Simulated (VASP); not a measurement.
# SiC5 (P-3m1) in VASP: further runs

Runs on SiC5. Level: PBE. Tasks: single point, relaxation of cell and atoms.

All numbers are computed with VASP 6.6.1; they aren't measurements. Logs are shortened: lines on timing, memory, paths and dates and some standing lists are left out, and cuts for length are marked.

**1. The cell of the first run**

It takes space group P-3m1 (No. 164, trigonal). The conventional cell has a = 2.653 Å, b = 2.653 Å, c = 12.999 Å, α = 90.00°, β = 90.00°, γ = 120.00°. Si (site symmetry -3m) has 6 Si at 2.65 Å and 6 C at 2.65 Å within 3.5 Å. Within 3.5 Å of C (site symmetry -3m) lie 12 C at 2.65 Å. Within 3.5 Å of C (site symmetry 3m) lie 12 C at 2.65 Å. C (site symmetry 3m) has 9 C at 2.65 Å and 3 Si at 2.65 Å within 3.5 Å.

**2. Single point, PBE**

Contents of INCAR:

```
SYSTEM = SiC5
ALGO = Normal ; EDIFF = 1E-7
ENCUT = 520 ; GGA = PE
ISIF = 2 ; ISMEAR = 0
LASPH = .True. ; LCHARG = .True.
LELF = .True. ; LREAL = .False.
LVHAR = .True. ; LWAVE = .False.
NBANDS = 21 ; NELM = 80
PREC = Accurate ; SIGMA = 0.1
```

Contents of KPOINTS:

```
k-points
0
Gamma
  6 6 2
  0 0 0
```

Contents of POSCAR:

```
SiC5
1.0
    2.6534937000      0.0000000000      0.0000000000
   -1.3267468500      2.2979929500      0.0000000000
    0.0000000000      0.0000000000     12.9994112000
Si C
1 5
Direct
    0.0000000000      0.0000000000      0.5000000000
    0.0000000000      0.0000000000      0.0000000000
    0.3333333300      0.6666666700      0.8333333300
    0.6666666700      0.3333333300      0.6666666700
    0.3333333300      0.6666666700      0.3333333300
    0.6666666700      0.3333333300      0.1666666700
```

Potentials or basis: VASP PAW PBE potentials, release 64 (Si, C).

Run with:

```
> cat potpaw_PBE.64/Si/POTCAR potpaw_PBE.64/C/POTCAR > POTCAR
> mpirun -np 1 vasp_std > vasp.out
```

OUTCAR:

```text
SYSTEM = SiC5
   EDIFF = 1E-7
   ENCUT = 520
   GGA = PE
   ISIF = 2
   ISMEAR = 0
   LASPH = .True.
   LREAL = .False.
   NELM = 80
   PREC = Accurate

 ion  position               nearest neighbor table
   1  0.000  0.000  0.500-
   2  0.000  0.000  0.000-
   3  0.333  0.667  0.833-
   4  0.667  0.333  0.667-
   5  0.333  0.667  0.333-
   6  0.667  0.333  0.167-

  LATTYP: Found a hexagonal cell.
 ALAT       =     2.6534937000
 C/A-ratio  =     4.8989794850

  Lattice vectors:

 A1 = (   2.6534937000,   0.0000000000,   0.0000000000)
 A2 = (  -1.3267468500,   2.2979929500,   0.0000000000)
 A3 = (   0.0000000000,   0.0000000000,  12.9994112000)

Analysis of symmetry for initial positions (statically):
=====================================================================
 Subroutine PRICEL returns:
 Original cell was already a primitive cell.

 Routine SETGRP: Setting up the symmetry group for a
 hexagonal supercell.

 Subroutine GETGRP returns: Found 12 space group operations
 (whereof 12 operations were pure point group operations)
 out of a pool of 24 trial point group operations.

The static configuration has the point symmetry D_3d.

Analysis of symmetry for dynamics (positions and initial velocities):
=====================================================================
 Subroutine PRICEL returns:
 Original cell was already a primitive cell.

 Routine SETGRP: Setting up the symmetry group for a
 hexagonal supercell.

 Subroutine GETGRP returns: Found 12 space group operations
 (whereof 12 operations were pure point group operations)
 out of a pool of 24 trial point group operations.

The dynamic configuration has the point symmetry D_3d.

 Subroutine INISYM returns: Found 12 space group operations
 (whereof 12 operations are pure point group operations),
 and found     1 'primitive' translations

----------------------------------------------------------------------------------------

                                     Primitive cell

  volume of cell :      79.2666

  direct lattice vectors                    reciprocal lattice vectors
     2.653493700  0.000000000  0.000000000     0.376861645  0.217581172  0.000000000
    -1.326746850  2.297992950  0.000000000     0.000000000  0.435162345  0.000000000
     0.000000000  0.000000000 12.999411200     0.000000000  0.000000000  0.076926561

  length of vectors
     2.653493700  2.653493697 12.999411200     0.435162344  0.435162345  0.076926561

  position of ions in fractional coordinates (direct lattice)
     0.000000000  0.000000000  0.500000000
     0.000000000  0.000000000  0.000000000
     0.333333330  0.666666670  0.833333330
     0.666666670  0.333333330  0.666666670
     0.333333330  0.666666670  0.333333330
     0.666666670  0.333333330  0.166666670

  ion indices of the primitive-cell ions
   primitive index   ion index
                 1           1
                 2           2
                 3           3
                 4           4
                 5           5
                 6           6

----------------------------------------------------------------------------------------

 KPOINTS: k-points

Automatic generation of k-mesh.
 Grid dimensions read from file:
 generate k-points for:    6    6    2

 Generating k-lattice:

  Cartesian coordinates                     Fractional coordinates (reciprocal lattice)
     0.062810274  0.036263529  0.000000000     0.166666667 -0.000000000  0.000000000
     0.000000000  0.072527057  0.000000000     0.000000000  0.166666667  0.000000000
     0.000000000  0.000000000  0.038463281     0.000000000  0.000000000  0.500000000

  Length of vectors
     0.072527057  0.072527057  0.038463281

  Shift w.r.t. Gamma in fractional coordinates (k-lattice)
     0.000000000  0.000000000  0.000000000

 Subroutine IBZKPT returns following result:
 ===========================================

 Found     14 irreducible k-points:

 Following reciprocal coordinates:
            Coordinates               Weight
  0.000000  0.000000  0.000000      1.000000
  0.166667  0.000000  0.000000      6.000000
  0.333333  0.000000  0.000000      6.000000
  0.500000  0.000000  0.000000      3.000000
  0.166667  0.166667  0.000000      6.000000
  0.333333  0.166667  0.000000     12.000000
  0.333333  0.333333  0.000000      2.000000
  0.000000  0.000000  0.500000      1.000000
  0.166667  0.000000  0.500000      6.000000
  0.333333  0.000000  0.500000      6.000000
  0.500000  0.000000  0.500000      3.000000
  0.166667  0.166667  0.500000      6.000000
  0.333333  0.166667  0.500000     12.000000
  0.333333  0.333333  0.500000      2.000000
   k-points           NKPTS =     14   k-points in BZ     NKDIM =     14   number of bands    NBANDS=     21
   number of dos      NEDOS =    301   number of ions     NIONS =      6
   total plane-waves  NPLWV =  39200
   dimension x,y,z NGX =    20 NGY =   20 NGZ =   98
   dimension x,y,z NGXF=    40 NGYF=   40 NGZF=  196
   ions per type =               1   5
   NGX,Y,Z   is equivalent  to a cutoff of  12.53, 12.53, 12.53 a.u.
   NGXF,Y,Z  is equivalent  to a cutoff of  25.06, 25.06, 25.07 a.u.
 SYSTEM =  SiC5
   PREC   = accura    normal or accurate (medium, high low for compatibility)
   ISTART =      0    job   : 0-new  1-cont  2-samecut
   ICHARG =      2    charge: 1-file 2-atom 10-const
   ISPIN  =      1    spin polarized calculation?
   LNONCOLLINEAR =      F non collinear calculations
   LSORBIT =      F    spin-orbit coupling
   LASPH  =      T    aspherical Exc in radial PAW
   ENCUT  =  520.0 eV  38.22 Ry    6.18 a.u.   4.93  4.93 24.17*2*pi/ulx,y,z
   NELM   =     80;   NELMIN=  2; NELMDL= -5     # of ELM steps
   EDIFF  = 0.1E-06   stopping-criterion for ELM
   LREAL  =      F    real-space projection
   EDIFFG = 0.1E-05   stopping-criterion for IOM
   NSW    =      0    number of steps for IOM
   IBRION =     -1    ionic relax: 0-MD 1-quasi-New 2-CG
   NFREE  =      0    steps in history (QN), initial steepest desc. (CG)
   ISIF   =      2    stress and relaxation
   ISYM   =      2    0-nonsym 1-usesym 2-fastsym
   POTIM  = 0.5000    time-step for ionic-motion
   TEBEG  =    0.0;   TEEND  =   0.0 temperature during run
   PSTRESS=    0.0 pullay stress
   NELECT =      24.0000    total number of electrons
   NUPDOWN=      -1.0000    fix difference up-down
   EMIN   =  10.00;   EMAX   =-10.00  energy-range for DOS
   EFERMI =   0.00;   METHOD = LEGACY
   ISMEAR =     0;   SIGMA  =   0.10  broadening in eV -4-tet -1-fermi 0-gaus
   EFERMI_NEDOS =   21; number of points for ismear=-14 and -15
   IALGO  =     38    algorithm
   IMIX   =      4    mixing-type and parameters
     AMIX     =   0.40;   BMIX     =  1.00
     AMIX_MAG =   1.60;   BMIX_MAG =  1.00
  volume/ion in A,a.u.               =      13.21        89.15
  Fermi-wavevector in a.u.,A,eV,Ry     =   1.099297  2.077370 16.442018  1.208454
  Thomas-Fermi vector in A             =   2.235689
   LORBIT       =      0    0 simple, 1 ext, 2 COOP (PROOUT), +10 PAW based schemes
   GGA     = PE    functional components
   LHFCALC =     F    Hartree Fock is set to
   AEXX    =    0.0000 exact exchange contribution
   IVDW    =     0    specifies the selected vdW correction
   LEPSILON=     F    determine dielectric tensor
   LRPA    =     F    only Hartree local field effects (RPA)
 non-spin polarized calculation
 Gauss-broadening in eV      SIGMA  =   0.10
  energy-cutoff  :      520.00
  volume of cell :       79.27
 maximum number of plane-waves:      2178
 NGX is ok and might be reduce to    20
   NGX =  9   NGY =  9   NGZ = 49

 number of electron      24.0000000 magnetization

 Free energy of the ion-electron system (eV)
  ---------------------------------------------------
  ext. energy  EPLUGINS =         0.00000000
  ---------------------------------------------------
  free energy    TOTEN  =       -24.52193844 eV

  energy without entropy =      -24.48788300  energy(sigma->0) =      -24.50491072

 E-fermi :   3.0933     XC(G=0): -10.2600

 val. band max:        3.0651305642   @ k =   0.1667   0.1667   0.5000
 cond. band min:       3.1145203806   @ k =   0.1667   0.1667   0.5000
 fundamental gap:      0.0493898164
 Fermi energy:         3.0932940058

 k-point     1 :       0.0000    0.0000    0.0000
  band No.  band energies     occupation
      1     -10.3843      2.00000
      2      -9.2293      2.00000
      3      -9.1904      2.00000
      4      -7.4042      2.00000
      5      -7.0269      2.00000
      6      -5.0475      2.00000
[... 13 lines left out ...]
     20       7.3388      0.00000
     21       7.3388      0.00000

 k-point     2 :       0.1667    0.0000    0.0000
  band No.  band energies     occupation
      1      -9.6973      2.00000
      2      -8.6124      2.00000
      3      -8.5836      2.00000
      4      -6.8347      2.00000
      5      -6.4256      2.00000
      6      -4.5312      2.00000
[... 13 lines left out ...]
     20       6.8540      0.00000
     21       7.1351      0.00000

 k-point     3 :       0.3333    0.0000    0.0000
  band No.  band energies     occupation
      1      -7.7268      2.00000
      2      -6.8784      2.00000
      3      -6.8343      2.00000
      4      -5.3080      2.00000
      5      -4.7801      2.00000
      6      -3.2235      2.00000
[... 13 lines left out ...]
     20       6.2455      0.00000
     21       6.4538      0.00000
[... 217 lines left out ...]
 k-point    13 :       0.3333    0.1667    0.5000
  band No.  band energies     occupation
      1      -5.9444      2.00000
      2      -5.6531      2.00000
      3      -4.9787      2.00000
      4      -4.5298      2.00000
      5      -3.6495      2.00000
      6      -2.3414      2.00000
[... 13 lines left out ...]
     20       5.3619      0.00000
     21       5.5656      0.00000

 k-point    14 :       0.3333    0.3333    0.5000
  band No.  band energies     occupation
      1      -4.3528      2.00000
      2      -4.3528      2.00000
      3      -3.9262      2.00000
      4      -3.8891      2.00000
      5      -3.8891      2.00000
      6      -0.9870      2.00000
[... 13 lines left out ...]
     20       5.0843      0.00000
     21       5.3960      0.00000

------------------------ aborting loop because EDIFF is reached ----------------------------------------

  FORCE on cell =-STRESS in cart. coord.  units (eV):
  Direction    XX          YY          ZZ          XY          YZ          ZX
  --------------------------------------------------------------------------------------
  -------------------------------------------------------------------------------------
  Total      -10.5619461    -10.5619461    -14.0889282      0.0000000      0.0000000      0.0000000
  in kB     -213.4833926   -213.4833920   -284.7725362      0.0000000      0.0000000      0.0000000
  external PRESSURE =    -237.2464403 kB  Pullay stress =       0.0000000 kB

 VOLUME and BASIS-vectors are now :
 -----------------------------------------------------------------------------
  energy-cutoff  :      520.00
  volume of cell :       79.27
      direct lattice vectors                 reciprocal lattice vectors
     2.653493700  0.000000000  0.000000000     0.376861645  0.217581172  0.000000000
    -1.326746850  2.297992950  0.000000000     0.000000000  0.435162345  0.000000000
     0.000000000  0.000000000 12.999411200     0.000000000  0.000000000  0.076926561

 POSITION                                       TOTAL-FORCE (eV/Angst)
 -----------------------------------------------------------------------------------
      0.00000      0.00000      6.49971         0.000000      0.000000      0.000000
      0.00000      0.00000      0.00000         0.000000      0.000000      0.000000
     -0.00000      1.53200     10.83284         0.000000      0.000000      0.031242
      1.32675      0.76600      8.66627        -0.000000      0.000000     -0.104257
     -0.00000      1.53200      4.33314        -0.000000      0.000000      0.104257
      1.32675      0.76600      2.16657         0.000000     -0.000000     -0.031242
 -----------------------------------------------------------------------------------
    total drift:                                0.000000     -0.000000      0.000000

  FREE ENERGIE OF THE ION-ELECTRON SYSTEM (eV)
  ---------------------------------------------------
  free  energy   TOTEN  =       -24.5219384395 eV

  energy  without entropy=      -24.4878830043  energy(sigma->0) =      -24.50491072
```

Run time: 18 s. Hardware: 1 thread of AMD EPYC 9R45 (Zen 5), shared host; peak memory 0.15 GiB.

What came out:

```yaml
Free_energy: -24.5219 eV
Pressure: -23.7 GPa
Largest_force: 0.104 eV/Å
Band_gap_on_the_k_mesh: zero (band 12 reaches 6.63 eV, above the bottom of band 13 at 1.35 eV)
```

Forces on the atoms (eV/Å):
```
Si   0.000  0.000  0.000
C    0.000  0.000  0.000
C    0.000  0.000  0.031
C    0.000  0.000 -0.104
C    0.000  0.000  0.104
C    0.000  0.000 -0.031
```

Caveat: the k points lie up to 0.46 Å⁻¹ apart.

**3. Relaxation of cell and atoms, PBE**

Contents of INCAR:

```
PREC     = Accurate       # precision mode
ENCUT    = 600            # plane-wave cutoff, eV
EDIFF    = 1E-6           # SCF threshold, eV
ISMEAR   = 0              # smearing method
SIGMA    = 0.1            # smearing width, eV
LREAL    = F              # projectors in reciprocal space
LASPH    = T              # aspherical terms in the spheres
NELM     = 100            # most SCF steps
ALGO     = Normal         # electronic algorithm
ISIF     = 3              # what is computed and relaxed
LWAVE    = F              # write WAVECAR
LCHARG   = F              # write CHGCAR
GGA      = PE             # functional
IBRION   = 2              # ionic algorithm
NSW      = 90             # ionic steps
EDIFFG   = -0.04          # ionic threshold
```

Contents of KPOINTS:

```
regular mesh
0
Gamma
  6 6 2
```

POSCAR is that of step 2.

Potentials or basis: VASP PAW PBE potentials, release 64 (Si, C).

Run with:

```
> cat potpaw_PBE.64/Si/POTCAR potpaw_PBE.64/C/POTCAR > POTCAR
> mpirun -np 1 vasp_std > vasp.out
```

Wall time 12 min (1 thread of AMD EPYC 9R45 (Zen 5), shared host); peak memory 0.22 GiB.

The run converged. Its results:

- Free energy: -45.0880 eV
- Relaxed volume: 13.68 Å³/atom
- Relaxed cell: a = 2.441 Å, b = 2.441 Å, c = 15.908 Å, α = 90.00°, β = 90.00°, γ = 120.00°
- Space group after relaxing (to 0.05 Å): P6/mmm (No. 191)
- Energy gained by relaxing: 3434.6 meV/atom
- Ionic steps: 58
- Pressure after relaxing: -0.1 GPa
- Largest force after relaxing: 0.014 eV/Å
- Band gap on the k mesh: 0.08 eV, indirect (least direct gap 0.43 eV)

Forces in eV/Å, atoms in the order of the input:
```
Si   0.000  0.000  0.000
C    0.000  0.000  0.000
C    0.000  0.000 -0.014
C    0.000  0.000 -0.010
C    0.000  0.000  0.010
C    0.000  0.000  0.014
```

The path:
| step | energy change (eV) | largest force (eV/Å) | pressure (GPa) | volume (Å³) |
| --- | --- | --- | --- | --- |
| 1 | 0.0000 | 0.1086 | -23.69 | 79.27 |
| 3 | -3.4343 | 0.4151 | -1.65 | 51.80 |
| 5 | -4.8643 | 1.1008 | 9.23 | 45.78 |
| 7 | -6.8939 | 2.3271 | 10.88 | 42.55 |
| 9 | -11.6303 | 5.1410 | 63.45 | 34.97 |
| 11 | -11.7640 | 4.1240 | 68.67 | 34.31 |
| 13 | -12.0895 | 2.9312 | 58.19 | 34.76 |
| 15 | -13.3757 | 1.5732 | 5.06 | 39.97 |
| 17 | -13.4082 | 1.3898 | -2.72 | 41.04 |
| 19 | -13.5087 | 0.8569 | -1.09 | 40.75 |
| 21 | -13.6048 | 0.1534 | 2.45 | 40.42 |
| 23 | -14.4184 | 1.6910 | 10.07 | 41.25 |
| 25 | -13.6176 | 2.8895 | 104.56 | 41.49 |
| 27 | -16.0381 | 1.5222 | 58.89 | 41.98 |
| 29 | -16.1449 | 1.2174 | 60.92 | 42.34 |
| 31 | -16.5391 | 1.2526 | 64.09 | 43.69 |
| 33 | -16.5569 | 1.5856 | 64.47 | 44.12 |
| 35 | -17.0591 | 1.9818 | 51.14 | 45.86 |
| 37 | -17.3657 | 4.4629 | 6.63 | 54.12 |
| 39 | -17.7702 | 3.1989 | 18.53 | 51.29 |
| 41 | -18.5479 | 1.4690 | 0.72 | 54.76 |
| 43 | -18.7414 | 0.9578 | -0.18 | 55.50 |
| 45 | -18.7301 | 4.2048 | 9.42 | 57.67 |
| 47 | -19.4948 | 2.0390 | 6.66 | 57.91 |
| 49 | -20.1199 | 0.7028 | 15.50 | 62.65 |
| 51 | -20.4449 | 0.4598 | -1.07 | 69.85 |
| 53 | -20.5580 | 0.1685 | -1.11 | 74.69 |
| 55 | -20.5987 | 0.2410 | 1.71 | 82.01 |
| 57 | -20.6069 | 0.0806 | -0.58 | 82.31 |
| 58 | -20.6077 | 0.0143 | -0.05 | 82.10 |

Final structure:
```xyz
6
Lattice="2.4412 0.0000 0.0000 -1.2206 2.1141 0.0000 0.0000 0.0000 15.9078" Properties=species:S:1:pos:R:3 pbc="T T T"
Si    0.0000    0.0000    7.9539
C     0.0000    0.0000    0.0000
C     0.0000    1.4094   12.3784
C     1.2206    0.7047   12.3783
C     0.0000    1.4094    3.5295
C     1.2206    0.7047    3.5294
```

Levels at points of the mesh, in eV from the valence-band top:
```tsv
k point	band 10	band 11	band 12	band 13	band 14	band 15
(0.00, 0.00, 0.00)	-3.04	-3.04	-1.87	3.12	5.76	5.87
(0.50, 0.00, 0.00)	-3.20	-2.33	-2.28	1.28	1.81	2.08
(0.00, 0.00, 0.50)	-3.04	-3.04	-1.88	3.19	5.26	5.87
(0.50, 0.00, 0.50)	-3.20	-2.33	-2.29	1.28	1.78	2.10
```

Caveat: the k points lie up to 0.50 Å⁻¹ apart in the final cell. A k mesh can miss the band edges.

**4. Single point, PBE, collinear spin, ferromagnetic start**

Contents of INCAR:

```
PREC = Accurate
ENCUT = 520
EDIFF = 1E-6
ISMEAR = 0
SIGMA = 0.1
LREAL = F
LASPH = T
NELM = 150
ALGO = Normal
ISIF = 2
LWAVE = F
LCHARG = T
ISPIN = 2
MAGMOM = 0 1 1 1 1 1
LORBIT = 11
GGA = PE
LELF = T
LVHAR = T
NBANDS = 25
```

KPOINTS is that of step 3.

POSCAR is that of step 3.

Run with:

```
> cat potpaw_PBE.64/Si/POTCAR potpaw_PBE.64/C/POTCAR > POTCAR
> mpirun -np 1 vasp_std > vasp.out
```

Wall time 52 s (1 thread of AMD EPYC 9R45 (Zen 5), shared host); peak memory 0.2 GiB.

The run converged. Its results:

```
Free energy                                           : -24.5219 eV
Pressure                                              : -23.7 GPa
Largest force                                         : 0.104 eV/Å
Band gap on the k mesh                                : zero (filled and empty bands overlap)
Net moment                                            : 0.00 μB per cell
Valence electrons inside the program's atomic spheres : Si 1.48; C 1.93, 1.98
```

Forces on the atoms (eV/Å):
```
Si   0.000  0.000  0.000
C    0.000  0.000  0.000
C    0.000  0.000  0.031
C    0.000  0.000 -0.104
C    0.000  0.000  0.104
C    0.000  0.000 -0.031
```

Stress tensor (GPa, compression positive):
```
-21.35   0.00   0.00
  0.00 -21.35   0.00
  0.00   0.00 -28.48
```

Levels at points of the mesh, in eV from the Fermi level:
Spin up:
| k point | band 8 | band 9 | band 10 | band 11 | band 12 | band 13 | band 14 | band 15 | band 16 | band 17 |
| --- | --- | --- | --- | --- | --- | --- | --- | --- | --- | --- |
| (0.00, 0.00, 0.00) | -1.50 | -1.43 | 2.47 | 3.09 | 3.54 | 3.54 | 3.64 | 3.64 | 3.82 | 3.82 |
| (0.50, 0.00, 0.00) | -3.66 | -3.39 | -3.19 | -2.23 | -1.54 | 0.03 | 0.67 | 1.65 | 1.67 | 1.94 |
| (0.00, 0.00, 0.50) | -3.23 | 0.58 | 0.92 | 3.53 | 3.53 | 3.65 | 3.65 | 3.81 | 3.81 | 3.82 |
| (0.50, 0.00, 0.50) | -3.87 | -3.26 | -2.69 | -2.47 | -1.97 | 0.54 | 1.02 | 1.16 | 1.63 | 1.69 |
Spin down:
```csv
k point,band 10,band 11,band 12,band 13,band 14,band 15
"(0.00, 0.00, 0.00)",2.47,3.09,3.54,3.54,3.64,3.64
"(0.50, 0.00, 0.00)",-3.19,-2.23,-1.54,0.03,0.67,1.65
"(0.00, 0.00, 0.50)",0.92,3.53,3.53,3.65,3.65,3.81
"(0.50, 0.00, 0.50)",-2.69,-2.47,-1.97,0.53,1.02,1.16
```

Caveat: the k points lie up to 0.46 Å⁻¹ apart.

**5. Summary**

| task | spin | cell | cutoff (eV) | gap on the mesh (eV) | pressure (GPa) | largest force (eV/Å) |
| --- | --- | --- | --- | --- | --- | --- |
| single point | off | as given | 520 | none | -23.7 | 0.10 |
| relaxation of cell and atoms | off | relaxed | 600 | 0.08 | -0.1 | 0.01 |
| single point | collinear, ferromagnetic start | as given | 520 | none | -23.7 | 0.10 |

Alike in all rows: level PBE; potentials or basis VASP PAW PBE potentials, release 64 (Si, C); k mesh 6 × 6 × 2; smearing gaussian 0.1 eV.

Caveats: all runs use coarse meshes.

Total energies depend on the potentials used, so only differences within one code and one set of settings carry meaning.
